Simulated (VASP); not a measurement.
Wanted: the native input for a VASP 6.6.1 run.

- Task: single point
- Functional: PBE
- Potentials or basis: VASP PAW PBE potentials, release 64 (Ir)
- Cutoff: 500 eV
- k mesh: 10 × 10 × 10
- Occupations: gaussian, width 0.05 eV
- Spin: no spin polarisation
- Dipole correction: no
- Further INCAR settings: ALGO = Normal; EDIFF = 1e-06; NBANDS = 10

The structure of Ir lies in POSCAR:

```
Ir
1.0
   -1.5825744495      1.5825744495      1.5825744495
    1.5825744495     -1.5825744495      1.5825744495
    1.5825744495      1.5825744495     -1.5825744495
Ir
1
Direct
    0.0000000000      0.0000000000      0.0000000000
```

These files were run (other wordings do the same):

INCAR

```
ALGO = Normal
EDIFF = 1E-6
ENCUT = 500
GGA = PE
GGA_COMPAT = False
ISIF = 2
ISMEAR = 0
LASPH = True
LCHARG = False
LREAL = False
LWAVE = False
NBANDS = 10
NELM = 120
PREC = Accurate
SIGMA = 0.05
```

KPOINTS

```
k-points
0
Gamma
  10 10 10
```

Potentials or basis: VASP PAW PBE potentials, release 64 (Ir).

Launch:

```sh
$ cat potpaw_PBE.64/Ir/POTCAR > POTCAR
$ mpirun -np 1 vasp_std > vasp.out
```

It gave:

```json
{
 "Pressure": "-13.8 GPa"
}
```

Wall time 4.5 s on 1 thread of Intel Xeon 6975P-C, on a shared host, peak memory 0.13 GiB.
